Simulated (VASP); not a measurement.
Crystal: Li2S.

```
CELL_PARAMETERS angstrom
0.00000 2.84529 2.84529
2.84529 0.00000 2.84529
2.84529 2.84529 0.00000
ATOMIC_POSITIONS crystal
S 0.00000 0.00000 0.00000
Li 0.25000 0.25000 0.25000
Li 0.75000 0.75000 0.75000
```

Base run:

| Property | Result |
| --- | --- |
| Program | VASP 6.6.1 |
| Functional | PBE |
| Potentials or basis | VASP PAW PBE potentials, release 64 (S, Li_sv) |
| Cutoff | 750 eV |
| k mesh | 6 × 6 × 6 |
| Occupations | gaussian, width 0.01 eV |
| Spin | no spin polarisation |

Its results: band gap on the k mesh 3.39 eV (least direct gap 4.29 eV); pressure 0.2 GPa.

The run is repeated on the same cell with these changes: functional from PBE to r2SCAN; cutoff from 750 eV to 830 eV. What comes out?

Band gap on the k mesh 3.86 eV (least direct gap 5.05 eV); pressure -0.2 GPa.

Caveats: the PAW data sets were made with another functional, which shifts forces and pressure a little (at least some runs).

A k mesh can miss the band edges.
